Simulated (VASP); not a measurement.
Zn:

```
CELL_PARAMETERS angstrom
2.67000 0.00000 0.00000
-1.33500 2.31229 0.00000
0.00000 0.00000 4.96600
ATOMIC_POSITIONS crystal
Zn 0.33333 0.66667 0.25000
Zn 0.66667 0.33333 0.75000
```

* Program: VASP 6.6.1
* Task: relaxation of cell and atoms
* Functional: PBEsol
* Potentials or basis: VASP PAW PBE potentials, release 64 (Zn)
* Cutoff: 600 eV
* k mesh: 7 × 7 × 4
* Occupations: fermi-dirac, width 0.05 eV
* Spin: no spin polarisation

At the start: pressure -5.7 GPa; volume 15.33 Å³/atom.

Q: Where does the relaxation end?

A: Over 8 steps the energy falls by 21.3 meV/atom and the volume is 14.21 Å³/atom (-7.3 %); space group P6_3/mmc (No. 194, to 0.1 Å) before and after.

Step by step:
| step | energy change (eV) | largest force (eV/Å) | pressure (GPa) | volume (Å³) |
| --- | --- | --- | --- | --- |
| 1 | 0.0000 | 0.0000 | -5.75 | 30.66 |
| 2 | -0.0412 | 0.0000 | 0.90 | 28.28 |
| 3 | -0.0421 | 0.0000 | -0.06 | 28.57 |
| 4 | -0.0421 | 0.0000 | -0.20 | 28.61 |
| 5 | -0.0426 | 0.0000 | -0.22 | 28.55 |
| 6 | -0.0427 | 0.0000 | -0.15 | 28.51 |
| 7 | -0.0427 | 0.0000 | -0.23 | 28.52 |
| 8 | -0.0426 | 0.0000 | 0.22 | 28.42 |

Final structure:
```cif
data_structure
_symmetry_space_group_name_H-M 'P 1'
_symmetry_Int_Tables_number 1
_cell_length_a 2.6015
_cell_length_b 2.6015
_cell_length_c 4.8493
_cell_angle_alpha 90.000
_cell_angle_beta 90.000
_cell_angle_gamma 120.000
_cell_volume 28.42
loop_
_atom_site_label
_atom_site_type_symbol
_atom_site_fract_x
_atom_site_fract_y
_atom_site_fract_z
_atom_site_occupancy
Zn1 Zn 0.33333 0.66667 0.25000 1
Zn2 Zn 0.66667 0.33333 0.75000 1
```

Caveat: the k points lie up to 0.40 Å⁻¹ apart in the final cell, too coarse for converged energies and pressures of a metal; the PAW data sets were made with another functional, which shifts forces and pressure a little.
